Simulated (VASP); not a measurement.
Wanted: the native input for a VASP 6.6.1 run.

```
Task                   : single point
Functional             : r2SCAN
Potentials or basis    : VASP PAW PBE potentials, release 64 (Ca_sv, O)
Cutoff                 : 520 eV
k mesh                 : 10 × 10 × 10
Occupations            : gaussian, width 0.01 eV
Spin                   : no spin polarisation
Dipole correction      : no
Further INCAR settings : ALGO = Normal; EDIFF = 1e-07; NBANDS = 15
```

The system is CaO.

```xyz
2
Lattice="-0.0585 2.3976 2.3976 2.3976 -0.0585 2.3976 2.3390 2.3390 0.0000" Properties=species:S:1:pos:R:3 pbc="T T T"
Ca    0.0000    0.0000    0.0000
O     2.3390    2.3390    2.3976
```

This cell differs from its parent crystal: shear xy strain -4.9%.

These files were run (other wordings do the same):

POSCAR

```
CaO
1.0
   -0.0585002228      2.3975501144      2.3975501144
    2.3975501144     -0.0585002228      2.3975501144
    2.3390498916      2.3390498916      0.0000000000
Ca O
1 1
Direct
    0.0000000000      0.0000000000      0.0000000000
    0.5000000000      0.5000000000      0.5000000000
```

INCAR.step1

```
SYSTEM = CaO
  PREC = Accurate
  ENCUT = 520
  ISMEAR = 0
  SIGMA = 0.01
  LREAL = .False.
  LASPH = .True.
  NELM = 60
  NBANDS = 15
  GGA = PE
  ALGO = Normal
  EDIFF = 1E-4
  LWAVE = .True.
  LCHARG = .False.
```

INCAR.step2

```
SYSTEM = CaO
  PREC = Accurate
  ENCUT = 520
  EDIFF = 1E-7
  ISMEAR = 0
  SIGMA = 0.01
  LREAL = .False.
  LASPH = .True.
  NELM = 60
  ALGO = Normal
  ISIF = 2
  LWAVE = .False.
  LCHARG = .False.
  METAGGA = R2SCAN
  LMIXTAU = .True.
  NBANDS = 15
  ISTART = 1
```

KPOINTS

```
Automatic mesh
0
Gamma
  10 10 10
  0 0 0
```

Potentials or basis: VASP PAW PBE potentials, release 64 (Ca_sv, O).

Command:

```console
$ cat potpaw_PBE.64/Ca_sv/POTCAR potpaw_PBE.64/O/POTCAR > POTCAR
$ cp INCAR.step1 INCAR
$ mpirun -np 1 vasp_std > vasp.out
$ cp INCAR.step2 INCAR
$ mpirun -np 1 vasp_std > vasp.out
```

Results of the run:

```yaml
Pressure: 1.1 GPa
Band_gap_on_the_k_mesh: 4.08 eV (least direct gap 4.42 eV)
```

Caveat: the cell differs from its parent crystal (shear xy strain -4.9%); the PAW data sets were made with another functional, which shifts forces and pressure a little.

Run time: 3.3 min on 1 thread of Intel(R) Xeon(R) Platinum 8488C (Sapphire Rapids) (shared host), peak memory 0.21 GiB.
